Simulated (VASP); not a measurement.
# CsBe3Ag (P4mm) in VASP: notebook, part 2 of 2

VASP 6.6.1. The steps go on from the part before.

**4. Relaxation of cell and atoms, PBE**

Input file INCAR:

```
SYSTEM = CsBe3Ag
PREC     = Accurate       ! precision mode
ENCUT    = 600            ! plane-wave cutoff, eV
EDIFF    = 1E-6           ! SCF threshold, eV
ISMEAR   = 0              ! smearing method
SIGMA    = 0.1            ! smearing width, eV
LREAL    = .False.        ! projectors in reciprocal space
LASPH    = .True.         ! aspherical terms in the spheres
NELM     = 60             ! most SCF steps
ALGO     = Normal         ! electronic algorithm
ISIF     = 3              ! what is computed and relaxed
LWAVE    = .False.        ! write WAVECAR
LCHARG   = .False.        ! write CHGCAR
GGA      = PE             ! functional
IBRION   = 2              ! ionic algorithm
NSW      = 90             ! ionic steps
EDIFFG   = -0.04          ! ionic threshold
```

Input file KPOINTS:

```
Automatic mesh
0
Gamma
  4 4 4
  0 0 0
```

Input file POSCAR:

```
CsBe3Ag
1.0
    4.0807238000      0.0000000000      0.0000000000
    0.0000000000      4.0807238000      0.0000000000
    0.0000000000      0.0000000000      5.4978145400
Cs Be Ag
1 3 1
Direct
    0.5000000000      0.5000000000      0.7217770800
    0.5000000000      0.0000000000      0.2377544000
    0.0000000000      0.5000000000      0.2377544000
    0.0000000000      0.0000000000      0.5922929600
    0.0000000000      0.0000000000      0.0108211200
```

The run is started by

```sh
$ cat potpaw_PBE.64/Cs_sv/POTCAR potpaw_PBE.64/Be/POTCAR potpaw_PBE.64/Ag/POTCAR > POTCAR
$ mpirun -np 1 vasp_std > vasp.out
```

It took 17 min on 1 thread of Oxide Virtual Turin-like, shared host; peak memory 0.24 GiB.

Results (log left out):

```
Free energy                           : -11.6178 eV
Relaxed volume                        : 23.01 Å³/atom
Relaxed cell                          : a = 3.958 Å, b = 3.958 Å, c = 7.343 Å, α = 90.00°, β = 90.00°, γ = 90.00°
Space group after relaxing (to 0.1 Å) : P4mm (No. 99)
Energy gained by relaxing             : 503.5 meV/atom
Ionic steps                           : 30
Pressure after relaxing               : 0.0 GPa
Largest force after relaxing          : 0.031 eV/Å
Band gap on the k mesh                : zero (bands 13 and 14 overlap by 0.94 eV)
```

Forces on the atoms (eV/Å):
```
Cs   0.000  0.000  0.031
Be   0.000  0.000 -0.027
Be   0.000  0.000 -0.027
Be   0.000  0.000  0.023
Ag   0.000  0.000  0.001
```

Stress tensor (GPa, compression positive):
```
-0.08  0.00  0.00
 0.00 -0.08  0.00
 0.00  0.00  0.07
```

The path:
```
step  energy change (eV)  largest force (eV/Å)  pressure (GPa)  volume (Å³)
   1              0.0000                2.2915            7.11        91.55
   2             -0.5742                1.5958            0.65       102.73
   3             -0.6984                1.2999           -2.54       112.54
   4             -0.9291                1.2882           -1.93       109.60
   5             -1.2976                0.5252            2.79       100.93
   6             -1.2929                0.8874            1.13       102.75
   7             -1.3060                0.6082            1.98       101.73
   8             -1.4566                0.9766            2.12       105.59
   9             -1.4652                1.3492            2.22       106.68
  10             -1.5484                1.3543            1.59       108.97
  11             -1.7193                1.4729            0.16       115.91
  12             -1.6518                2.7344           -1.02       130.08
  13             -1.7370                2.0589           -0.61       123.52
  14             -1.9992                0.8038           -2.03       127.12
  15             -2.0932                0.4205           -2.86       130.14
  16             -2.1030                0.4336           -3.04       131.15
  17             -2.2155                0.4846           -2.32       126.77
  18             -2.3341                0.5867           -0.68       119.24
  19             -2.1796                0.9123            4.41       104.72
  20             -2.3499                0.6353            0.20       115.98
  21             -2.3501                0.6430            0.35       115.50
  22             -2.3745                0.5926            0.24       115.49
  23             -2.4327                0.4442           -0.05       115.43
  24             -2.4924                0.4374           -0.43       115.23
  25             -2.4972                0.4499           -0.48       115.13
  26             -2.5052                0.2208            0.95       112.13
  27             -2.5127                0.0903            0.33       113.32
  28             -2.5165                0.0441            0.01       114.83
  29             -2.5166                0.0455           -0.05       115.13
  30             -2.5175                0.0307           -0.03       115.03
```

Final structure:
```cif
data_structure
_symmetry_space_group_name_H-M 'P 1'
_symmetry_Int_Tables_number 1
_cell_length_a 3.9580
_cell_length_b 3.9580
_cell_length_c 7.3428
_cell_angle_alpha 90.000
_cell_angle_beta 90.000
_cell_angle_gamma 90.000
_cell_volume 115.03
loop_
_atom_site_label
_atom_site_type_symbol
_atom_site_fract_x
_atom_site_fract_y
_atom_site_fract_z
_atom_site_occupancy
Cs1 Cs 0.50000 0.50000 0.72722 1
Be1 Be 0.50000 0.00000 0.29878 1
Be2 Be 0.00000 0.50000 0.29878 1
Be3 Be 0.00000 0.00000 0.39327 1
Ag1 Ag 0.00000 0.00000 0.08236 1
```

Levels at points of the mesh, in eV from the Fermi level:
| k point | band 9 | band 10 | band 11 | band 12 | band 13 | band 14 | band 15 | band 16 | band 17 |
| --- | --- | --- | --- | --- | --- | --- | --- | --- | --- |
| (0.00, 0.00, 0.00) | -5.13 | -4.56 | -2.31 | -0.93 | -0.35 | -0.35 | 2.01 | 2.98 | 4.79 |
| (0.50, 0.00, 0.00) | -4.70 | -4.24 | -3.46 | -1.75 | 0.24 | 0.52 | 1.35 | 2.26 | 3.70 |
| (0.50, 0.50, 0.00) | -4.54 | -3.56 | -2.09 | -2.09 | -0.77 | -0.23 | 0.11 | 0.11 | 0.81 |
| (0.00, 0.00, 0.50) | -5.12 | -4.56 | -3.35 | -0.44 | -0.44 | 0.99 | 1.56 | 2.00 | 3.91 |
| (0.50, 0.00, 0.50) | -4.70 | -4.24 | -3.11 | -1.13 | -0.56 | 0.55 | 0.58 | 2.84 | 3.66 |
| (0.50, 0.50, 0.50) | -4.54 | -3.60 | -2.38 | -2.38 | -0.85 | -0.70 | 0.86 | 0.86 | 2.65 |

Caveat: the k points lie up to 0.40 Å⁻¹ apart in the final cell, too coarse for converged energies and pressures of a metal; the volume moved by over 15 % at a fixed basis, so the end points are rough; spin-orbit coupling is left out, which moves the levels of the heavy elements.

**5. Single point, PBE**

This run uses another cell than the first one, of 23.02 Å³/atom.

Input file INCAR:

```
ALGO     = Fast           # electronic algorithm
EDIFF    = 1E-6           # SCF threshold, eV
ENCUT    = 520            # plane-wave cutoff, eV
GGA      = PE             # functional
ISIF     = 2              # what is computed and relaxed
ISMEAR   = 0              # smearing method
LASPH    = True           # aspherical terms in the spheres
LCHARG   = False          # write CHGCAR
LREAL    = False          # projectors in reciprocal space
LWAVE    = False          # write WAVECAR
NBANDS   = 21             # bands
NELM     = 100            # most SCF steps
PREC     = Accurate       # precision mode
SIGMA    = 0.1            # smearing width, eV
```

Input file KPOINTS:

```
k-points
0
Gamma
  10 10 6
```

Input file POSCAR:

```
CsBe3Ag
1.0
    3.9626579434      0.0000000000      0.0000000000
    0.0000000000      3.9626579434      0.0000000000
    0.0000000000      0.0000000000      7.3297145776
Cs Be Ag
1 3 1
Direct
    0.5000000000      0.5000000000      0.7265098874
    0.5000000000      0.0000000000      0.3008809706
    0.0000000000      0.5000000000      0.3008809706
    0.0000000000      0.0000000000      0.3913049338
    0.0000000000      0.0000000000      0.0808231974
```

Potentials or basis: VASP PAW PBE potentials, release 64 (Cs_sv, Be, Ag).

The run is started by

```sh
$ cat potpaw_PBE.64/Cs_sv/POTCAR potpaw_PBE.64/Be/POTCAR potpaw_PBE.64/Ag/POTCAR > POTCAR
$ mpirun -np 1 vasp_std > vasp.out
```

OUTCAR:

```text
EDIFF = 1E-6
   ENCUT = 520
   GGA = PE
   ISIF = 2
   ISMEAR = 0
   LASPH = True
   LREAL = False
   NELM = 100
   PREC = Accurate

 ion  position               nearest neighbor table
   1  0.500  0.500  0.727-
   2  0.500  0.000  0.301-   4 2.09   4 2.09   5 2.55   5 2.55
   3  0.000  0.500  0.301-   4 2.09   4 2.09   5 2.55   5 2.55
   4  0.000  0.000  0.391-   2 2.09   3 2.09   3 2.09   2 2.09   5 2.28
[... 783 lines left out ...]
  --------------------------------------------------------------------------------------
  -------------------------------------------------------------------------------------
  Total        0.0457672      0.0457672      0.0237137      0.0000000      0.0000000     -0.0000000
  in kB        0.6370954      0.6370954      0.3301034      0.0000000      0.0000000     -0.0000000
  external PRESSURE =       0.5347647 kB  Pullay stress =       0.0000000 kB

 VOLUME and BASIS-vectors are now :
 -----------------------------------------------------------------------------
  energy-cutoff  :      520.00
  volume of cell :      115.10
      direct lattice vectors                 reciprocal lattice vectors
     3.962657943  0.000000000  0.000000000     0.252355872  0.000000000  0.000000000
     0.000000000  3.962657943  0.000000000     0.000000000  0.252355872  0.000000000
     0.000000000  0.000000000  7.329714578     0.000000000  0.000000000  0.136430960

 POSITION                                       TOTAL-FORCE (eV/Angst)
 -----------------------------------------------------------------------------------
      1.98133      1.98133      5.32511        -0.000000      0.000000      0.001373
      1.98133      0.00000      2.20537        -0.000000     -0.000000     -0.004592
      0.00000      1.98133      2.20537        -0.000000     -0.000000     -0.004592
      0.00000      0.00000      2.86815        -0.000000     -0.000000      0.011662
      0.00000      0.00000      0.59241         0.000000     -0.000000     -0.003851
 -----------------------------------------------------------------------------------
    total drift:                               -0.000000     -0.000000     -0.000447

  FREE ENERGIE OF THE ION-ELECTRON SYSTEM (eV)
  ---------------------------------------------------
  free  energy   TOTEN  =       -11.6115075806 eV

  energy  without entropy=      -11.6014903032  energy(sigma->0) =      -11.60649894
```

stdout:

```text
POSCAR found type information on POSCAR CsBeAg
 POSCAR found :  3 types and       5 ions
 scaLAPACK will be used
 LDA part: xc-table for (Slater+PW92), standard interpolation
 POSCAR, INCAR and KPOINTS ok, starting setup
 FFT: planning ... GRIDC
 FFT: planning ... GRID_SOFT
 FFT: planning ... GRID
 WAVECAR not read
 entering main loop
```

Run time: 4.5 min. Hardware: 1 thread of Oxide Virtual Turin-like, shared host; peak memory 0.33 GiB.

Results:

* Free energy: -11.6115 eV
* Pressure: 0.1 GPa
* Largest force: 0.012 eV/Å
* Band gap on the k mesh: zero (bands 13 and 14 overlap by 1.08 eV)

Forces on the atoms (eV/Å):
```
Cs   0.000  0.000  0.001
Be   0.000  0.000 -0.005
Be   0.000  0.000 -0.005
Be   0.000  0.000  0.012
Ag   0.000  0.000 -0.004
```

Caveat: spin-orbit coupling is left out, which moves the levels of the heavy elements.

**6. Relaxation of cell and atoms, PBE**

This run uses another cell than the first one, of 22.42 Å³/atom.

Input file INCAR:

```
SYSTEM = CsBe3Ag
PREC = Accurate
ENCUT = 600
EDIFF = 1E-6
ISMEAR = 0
SIGMA = 0.1
LREAL = .FALSE.
LASPH = .TRUE.
NELM = 60
ALGO = Fast
ISIF = 3
LWAVE = .FALSE.
LCHARG = .FALSE.
GGA = PE
IBRION = 2
NSW = 100
EDIFFG = -0.01
```

Input file KPOINTS:

```
Automatic mesh
0
G
  10 10 6
  0 0 0
```

Input file POSCAR:

```
CsBe3Ag
1.0
    3.8788120874      0.0000000000      0.0000000000
    0.0000000000      3.8788120874      0.0000000000
    0.0000000000      0.0000000000      7.4519967422
Cs Be Ag
1 3 1
Direct
    0.5000000000      0.5000000000      0.7285073122
    0.5000000000      0.0000000000      0.2899089909
    0.0000000000      0.5000000000      0.2899089909
    0.0000000000      0.0000000000      0.4042197763
    0.0000000000      0.0000000000      0.0878548895
```

Potentials or basis: VASP PAW PBE potentials, release 64 (Cs_sv, Be, Ag).

The run is started by

```sh
$ cat potpaw_PBE.64/Cs_sv/POTCAR potpaw_PBE.64/Be/POTCAR potpaw_PBE.64/Ag/POTCAR > POTCAR
$ mpirun -np 1 vasp_std > vasp.out
```

It took 22 min on 1 thread of Oxide Virtual Turin-like, shared host; peak memory 0.38 GiB.

It converged, with:

- Free energy: -11.6108 eV
- Relaxed volume: 23.11 Å³/atom
- Relaxed cell: a = 3.965 Å, b = 3.965 Å, c = 7.350 Å, α = 90.00°, β = 90.00°, γ = 90.00°
- Space group after relaxing (to 0.1 Å): P4mm (No. 99)
- Energy gained by relaxing: 9.7 meV/atom
- Ionic steps: 9
- Pressure after relaxing: 0.0 GPa
- Largest force after relaxing: 0.009 eV/Å
- Band gap on the k mesh: zero (bands 13 and 14 overlap by 1.09 eV)

Forces in eV/Å, atoms in the order of the input:
```
Cs   0.000  0.000 -0.001
Be   0.000  0.000  0.006
Be   0.000  0.000  0.006
Be   0.000  0.000 -0.002
Ag   0.000  0.000 -0.009
```

The path:
```
step  energy change (eV)  largest force (eV/Å)  pressure (GPa)  volume (Å³)
   1              0.0000                0.3085            0.24       112.12
   2             -0.0123                0.2661            0.22       112.66
   3             -0.0388                0.1137            0.15       114.30
   4             -0.0291                0.4043            0.08       117.56
   5             -0.0462                0.1522            0.10       115.52
   6             -0.0463                0.1584            0.09       115.66
   7             -0.0476                0.0531           -0.23       116.30
   8             -0.0478                0.0227           -0.15       116.13
   9             -0.0483                0.0095           -0.03       115.55
```

Final structure:
```yaml
crystal:
  lattice:
    - [3.96510, 0.00000, 0.00000]
    - [0.00000, 3.96510, 0.00000]
    - [0.00000, 0.00000, 7.34974]
  atoms:
    - { symbol: Cs, position: [0.50000, 0.50000, 0.72619] }
    - { symbol: Be, position: [0.50000, 0.00000, 0.30054] }
    - { symbol: Be, position: [0.00000, 0.50000, 0.30054] }
    - { symbol: Be, position: [0.00000, 0.00000, 0.39143] }
    - { symbol: Ag, position: [0.00000, 0.00000, 0.08170] }
```

Levels at points of the mesh, in eV from the Fermi level:
```tsv
k point	band 11	band 12	band 13	band 14	band 15	band 16
(0.00, 0.00, 0.00)	-2.27	-0.92	-0.31	-0.31	2.00	2.98
(0.50, 0.00, 0.00)	-3.42	-1.73	0.30	0.55	1.36	2.26
(0.50, 0.50, 0.00)	-2.04	-2.04	-0.71	-0.19	0.16	0.16
(0.00, 0.00, 0.50)	-3.31	-0.40	-0.40	0.99	1.58	1.99
(0.50, 0.00, 0.50)	-3.06	-1.10	-0.51	0.57	0.61	2.84
(0.50, 0.50, 0.50)	-2.33	-2.33	-0.83	-0.64	0.91	0.91
```

Caveat: spin-orbit coupling is left out, which moves the levels of the heavy elements.

**7. The runs side by side**

| task | cell | k mesh | cutoff (eV) | gap on the mesh (eV) | pressure (GPa) | relaxed volume (Å³/atom) | largest force (eV/Å) |
| --- | --- | --- | --- | --- | --- | --- | --- |
| single point | a = 4.081, b = 4.081, c = 5.498 Å, 5 atoms, atomic positions A | 4 × 4 × 4 | 520 | none | 7.1 | - | 2.29 |
| single point | a = 3.879, b = 3.879, c = 7.452 Å, 5 atoms, atomic positions B | 4 × 4 × 4 | 520 | none | 0.1 | - | 0.01 |
| relaxation of cell and atoms | relaxed from a = 4.081, b = 4.081, c = 5.498 Å, 5 atoms, atomic positions A | 4 × 4 × 4 | 600 | none | 0.0 | 23.01 | 0.03 |
| single point | a = 3.963, b = 3.963, c = 7.330 Å, 5 atoms, atomic positions C | 10 × 10 × 6 | 520 | none | 0.1 | - | 0.01 |
| relaxation of cell and atoms | relaxed from a = 3.879, b = 3.879, c = 7.452 Å, 5 atoms, atomic positions B | 10 × 10 × 6 | 600 | none | 0.0 | 23.11 | 0.01 |

Alike in all rows: level PBE; potentials or basis VASP PAW PBE potentials, release 64 (Cs_sv, Be, Ag); no spin polarisation; smearing gaussian 0.1 eV.

Caveats: some runs use coarse meshes; spin-orbit coupling is left out, which moves the levels of the heavy elements; forces of over 1 eV/Å act on the atoms, so gaps and moduli don't describe the material at rest (at least some runs); the volume moved by over 15 % at a fixed basis, so the end points are rough (at least some runs).

Absolute energies hang on the potentials; compare differences alone.
